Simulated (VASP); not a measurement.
A run of VASP 6.6.1:

File INCAR:

```
PREC = Accurate
ENCUT = 500
EDIFF = 1E-6
ISMEAR = 0
SIGMA = 0.02
LREAL = F
LASPH = T
NELM = 120
ALGO = Normal
ISIF = 2
LWAVE = F
LCHARG = F
GGA = CA
NBANDS = 17
GGA_COMPAT = F
```

File KPOINTS:

```
regular mesh
0
Gamma
  8 8 8
```

File POSCAR:

```
TlBr
1.0
    3.7780000000      0.0000000000      0.0000000000
    0.0000000000      3.7780000000      0.0000000000
    0.0000000000      0.0000000000      3.7780000000
Tl Br
1 1
Direct
    0.0000000000      0.0000000000      0.0000000000
    0.5000000000      0.5000000000      0.5000000000
```

Potentials or basis: VASP PAW LDA potentials, release 64 (Tl_d, Br).

Launch:

```sh
$ cat potpaw_LDA.64/Tl_d/POTCAR potpaw_LDA.64/Br/POTCAR > POTCAR
$ mpirun -np 1 vasp_std > vasp.out
```

Hardware: 1 thread of Intel Xeon 8259CL (shared host).

Question: Estimate the wall time of this run.

Answer: Wall time 28 s on 1 thread of Intel Xeon 8259CL (shared host), peak memory 0.16 GiB. Counts: scf iterations 12, k points 35.
